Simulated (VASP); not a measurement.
Here is a VASP 6.6.1 calculation.

Contents of INCAR:

```
PREC = Accurate
ENCUT = 520
EDIFF = 1E-6
ISMEAR = 0
SIGMA = 0.1
LREAL = False
LASPH = True
NELM = 80
ALGO = Normal
ISIF = 2
LWAVE = False
LCHARG = False
GGA = PE
NBANDS = 11
```

File KPOINTS:

```
regular mesh
0
Gamma
  6 6 6
```

Contents of POSCAR:

```
BAs
1.0
    0.0000000000      2.5230499400      2.5230499400
    2.5230499400      0.0000000000      2.5230499400
    2.5230499400      2.5230499400      0.0000000000
B As
1 1
Direct
    0.0000000000      0.0000000000      0.0000000000
    0.5000000000      0.5000000000      0.5000000000
```

Potentials or basis: VASP PAW PBE potentials, release 64 (B, As).

Launch:

```console
$ cat potpaw_PBE.64/B/POTCAR potpaw_PBE.64/As/POTCAR > POTCAR
$ mpirun -np 1 vasp_std > vasp.out
```

(1) Estimate the pressure.

(2) Estimate the band gap on the k mesh.

## Answers

(1) -19.1 GPa.

(2) zero (band 4 reaches 5.66 eV, above the bottom of band 5 at 1.69 eV).
